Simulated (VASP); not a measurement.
Set up this calculation in VASP 6.6.1, as the native input.

```yaml
Task: single point
Functional: PBEsol
Potentials_or_basis: VASP PAW PBE potentials, release 64 (Zr_sv, S)
Cutoff: 520 eV
k_mesh: 8 × 8 × 8
Occupations: fermi-dirac, width 0.05 eV
Spin: no spin polarisation
Dipole_correction: no
Further_INCAR_settings: ALGO = Normal; EDIFF = 1e-07; NBANDS = 16
```

The structure of ZrS lies in POSCAR:

```
ZrS
1.0
    0.0000000000      2.6073820195      2.6073820195
    2.6073820195      0.0000000000      2.6073820195
    2.6073820195      2.6073820195      0.0000000000
Zr S
1 1
Direct
    0.0000000000      0.0000000000      0.0000000000
    0.5000000000      0.5000000000      0.5000000000
```

These files were run (other wordings do the same):

INCAR

```
SYSTEM = ZrS
ALGO = Normal
EDIFF = 1E-7
ENCUT = 520
GGA = PS
ISIF = 2
ISMEAR = -1
LASPH = .TRUE.
LCHARG = .TRUE.
LELF = .TRUE.
LREAL = .FALSE.
LVHAR = .TRUE.
LWAVE = .FALSE.
NBANDS = 16
NELM = 100
PREC = Accurate
SIGMA = 0.05
```

KPOINTS

```
k-points
0
G
  8 8 8
  0 0 0
```

Potentials or basis: VASP PAW PBE potentials, release 64 (Zr_sv, S).

Command:

```sh
$ cat potpaw_PBE.64/Zr_sv/POTCAR potpaw_PBE.64/S/POTCAR > POTCAR
$ mpirun -np 1 vasp_std > vasp.out
```

Results of the run:

```json
{
  "Pressure": "-3.8 GPa",
  "Band gap on the k mesh": "zero (band 9 reaches 12.38 eV, above the bottom of band 10 at 9.46 eV)"
}
```

Caveat: the PAW data sets were made with another functional, which shifts forces and pressure a little.

It took 41 s on 1 thread of AMD EPYC 7R13, with other jobs on the host, peak memory 0.13 GiB.
